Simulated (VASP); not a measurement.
C:

```xyz
4
Lattice="2.4836 0.0000 0.0000 -1.2418 2.1509 0.0000 0.0000 0.0000 4.1979" Properties=species:S:1:pos:R:3 pbc="T T T"
C     0.0000    1.4339   -0.0009
C     1.2418    0.7170    2.0980
C     0.0000    1.4339    1.5709
C     1.2418    0.7170    3.6699
```

This cell differs from its parent crystal: strained cell.

Base run:

| Property | Result |
| --- | --- |
| Program | VASP 6.6.1 |
| Functional | LDA |
| Potentials or basis | VASP PAW LDA potentials, release 64 (C) |
| Cutoff | 520 eV |
| k mesh | 9 × 9 × 6 |
| Occupations | gaussian, width 0.02 eV |
| Spin | no spin polarisation |

Its results: band gap on the k mesh 3.05 eV, indirect (least direct gap 4.91 eV); pressure -5.3 GPa; largest force 0.011 eV/Å.

Q: The run is repeated on the same cell with these changes: potentials or basis from VASP PAW LDA potentials, release 64 (C) to VASP PAW LDA potentials, release 64 (C_h); cutoff from 520 eV to 910 eV; further incar settings from ALGO = Normal; EDIFF = 1e-07; NBANDS = 16 to ALGO = Normal; EDIFF = 1e-06; NBANDS = 16. What comes out?

A: Band gap on the k mesh 3.06 eV, indirect (least direct gap 4.91 eV); pressure -6.2 GPa; largest force 0.005 eV/Å.

Caveats: the cutoff is under 1.25 times the usual one of these potentials, so pressure, stress and relaxed cells hold a basis-set (Pulay) error (some runs).

A k mesh can miss the band edges.
